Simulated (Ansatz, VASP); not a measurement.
**Two plane-wave programs on Ge**

```
CELL_PARAMETERS angstrom
-1.66145 1.66145 1.66145
1.66145 -1.66145 1.66145
1.66145 1.66145 -1.66145
ATOMIC_POSITIONS crystal
Ge 0.00000 0.00000 0.00000
```

Alike in both runs: functional PBEsol; k mesh 16 × 16 × 16; occupations fermi-dirac, width 0.08 eV; no spin polarisation.

Ansatz relaxed the structure, and its values are those at the end. VASP's run is a single point on that final structure, the one shown.

|  | VASP | Ansatz |
| --- | --- | --- |
| version | VASP 6.6.1 | Ansatz 0.2.0 |
| potentials or method | VASP PAW PBE potentials, release 64 (Ge_d) | PAW with Ansatz's default frozen-core files, scalar-relativistic |
| plane-wave cutoff (eV) | 500 | 420 |
| valence electrons in the cell | 14 | 14 |

```csv
,VASP,Ansatz,Ansatz less VASP
pressure (GPa),-0.2,0.0,+0.11
```

VASP's potentials were made for PBE, not for PBEsol.
